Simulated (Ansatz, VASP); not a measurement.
Sr in VASP and in Ansatz

```
CELL_PARAMETERS angstrom
0.00000 3.50584 7.43033
2.18379 0.00000 7.43033
2.18379 3.50584 0.00000
ATOMIC_POSITIONS crystal
Sr 0.86841 0.86841 0.13159
Sr 0.13159 0.13159 0.86841
```

Alike in both runs: functional r2SCAN; k mesh 16 × 16 × 16; occupations gaussian, width 0.1 eV; no spin polarisation.

Ansatz relaxed the structure, and its values are those at the end. VASP's run is a single point on that final structure, the one shown.

|  | VASP | Ansatz |
| --- | --- | --- |
| version | VASP 6.6.1 | Ansatz 0.2.0 |
| potentials or method | VASP PAW PBE potentials, release 64 (Sr_sv), cutoff 550 eV | scalar-relativistic, plane waves, PAW |
| valence electrons in the cell | 20 | 20 |

|  | VASP | Ansatz | Ansatz less VASP |
| --- | --- | --- | --- |
| gap on the k mesh at the Fermi level (eV) | none | none | - |
| pressure (GPa) | 0.0 | 0.0 | -0.01 |

VASP's potentials were made for PBE, not for r2SCAN. A gap of «none» marks a metal or a gap that the smearing closes. The functional is the same, so the differences come from potentials, cutoffs and numerics.
